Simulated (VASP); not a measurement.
Here is a VASP 6.6.1 calculation.

The input INCAR:

```
SYSTEM = Rh2O5
PREC     = Accurate       ! precision mode
ENCUT    = 520            ! plane-wave cutoff, eV
EDIFF    = 1E-7           ! SCF threshold, eV
ISMEAR   = -1             ! smearing method
SIGMA    = 0.06122561905347299 ! smearing width, eV
LREAL    = .FALSE.        ! projectors in reciprocal space
LASPH    = .TRUE.         ! aspherical terms in the spheres
NELM     = 100            ! most SCF steps
ALGO     = Normal         ! electronic algorithm
ISIF     = 2              ! what is computed and relaxed
LWAVE    = .FALSE.        ! write WAVECAR
LCHARG   = .TRUE.         ! write CHGCAR
GGA      = PE             ! functional
LELF     = .TRUE.         ! ELF
LVHAR    = .TRUE.       
NBANDS   = 73             ! bands
```

File KPOINTS:

```
Automatic mesh
0
G
  11 11 11
  0 0 0
```

POSCAR

```
Rh2O5
1.0
    5.1758465259      0.0000000000      0.0000000000
    0.0000000000      5.1758465259      0.0000000000
    0.0000000000      0.0000000000      5.1758465259
Rh O
4 10
Direct
    0.0000000000      0.0000000000      0.0000000000
    0.5000000000      0.5000000000      0.0000000000
    0.5000000000      0.0000000000      0.5000000000
    0.0000000000      0.5000000000      0.5000000000
    0.5000000000      0.0000000000      0.0000000000
    0.0000000000      0.5000000000      0.0000000000
    0.0000000000      0.0000000000      0.5000000000
    0.5000000000      0.5000000000      0.5000000000
    0.7500000000      0.7500000000      0.2500000000
    0.7500000000      0.2500000000      0.7500000000
    0.2500000000      0.7500000000      0.7500000000
    0.7500000000      0.2500000000      0.2500000000
    0.2500000000      0.7500000000      0.2500000000
    0.2500000000      0.2500000000      0.7500000000
```

Potentials or basis: VASP PAW PBE potentials, release 64 (Rh_pv, O).

Run with:

```console
$ cat potpaw_PBE.64/Rh_pv/POTCAR potpaw_PBE.64/O/POTCAR > POTCAR
$ mpirun -np 1 vasp_std > vasp.out
```

Estimate the band gap on the k mesh.

zero (bands 60 and 61 overlap by 0.87 eV).

What does it give for the pressure?

-10.7 GPa.

Caveat: the cell stands under tension.
